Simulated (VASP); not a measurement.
A run of VASP 6.6.1:

INCAR

```
SYSTEM = Cu
  PREC = Accurate
  ENCUT = 520
  EDIFF = 1E-7
  ISMEAR = 0
  SIGMA = 0.15
  LREAL = .FALSE.
  LASPH = .TRUE.
  NELM = 100
  ALGO = Normal
  ISIF = 2
  LWAVE = .FALSE.
  LCHARG = .FALSE.
  GGA = PS
  NBANDS = 24
```

KPOINTS

```
regular mesh
0
G
  7 7 4
  0 0 0
```

POSCAR

```
Cu
1.0
    3.4725080000      0.0000000000      0.0000000000
    0.0000000000      3.4725080000      0.0000000000
    0.0000000000      0.0000000000      5.9338830000
Cu
3
Direct
    0.5000000000      0.5000000000      0.0000000000
    0.5000000000      0.0000000000      0.3299700000
    0.0000000000      0.5000000000      0.6700300000
```

Potentials or basis: VASP PAW PBE potentials, release 64 (Cu).

Command:

```bash
$ cat potpaw_PBE.64/Cu/POTCAR > POTCAR
$ mpirun -np 1 vasp_std > vasp.out
```

Hardware: 1 thread of Intel(R) Xeon(R) Platinum 8375C CPU @ 2.90GHz (Ice Lake) (shared host).

Q: Estimate the wall time of this run.

A: Wall time 54 s on 1 thread of Intel(R) Xeon(R) Platinum 8375C CPU @ 2.90GHz (Ice Lake), with other jobs on the host, peak memory 0.19 GiB. Counts: scf iterations 16, k points 30.
